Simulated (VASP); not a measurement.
Be3NbAs, 5 atoms in the cell. It takes space group Pm-3m (No. 221, cubic). The conventional cell has a = 3.833 Å, b = 3.833 Å, c = 3.833 Å, α = 90.00°, β = 90.00°, γ = 90.00°. Be (site symmetry 4/mmm) has 2 As at 1.92 Å within 2.5 Å. Nb (site symmetry m-3m) has 12 Be at 2.71 Å and 8 As at 3.32 Å within 3.6 Å. Within 2.5 Å of As (site symmetry m-3m) lie 6 Be at 1.92 Å. 

* Program: VASP 6.6.1
* Task: single point
* Functional: PBE
* Potentials or basis: VASP PAW PBE potentials, release 64 (Be, Nb_sv, As)
* Cutoff: 520 eV
* k mesh: 6 × 6 × 6
* Occupations: gaussian, width 0.1 eV
* Spin: no spin polarisation
* Dipole correction: no
* Further INCAR settings: ALGO = Normal; EDIFF = 1e-06; NBANDS = 20

Potentials or basis: VASP PAW PBE potentials, release 64 (Be, Nb_sv, As).

Run with:

```sh
$ cat potpaw_PBE.64/Be/POTCAR potpaw_PBE.64/Nb_sv/POTCAR potpaw_PBE.64/As/POTCAR > POTCAR
$ mpirun -np 1 vasp_std > vasp.out
```

Hardware: 1 thread of Intel(R) Xeon(R) Platinum 8488C (Sapphire Rapids), with other jobs on the host.

Problem. Estimate the wall time of this run.

Solution. Wall time 16 s on 1 thread of Intel(R) Xeon(R) Platinum 8488C (Sapphire Rapids) (shared host), peak memory 0.18 GiB. Counts: scf iterations 14, k points 20.
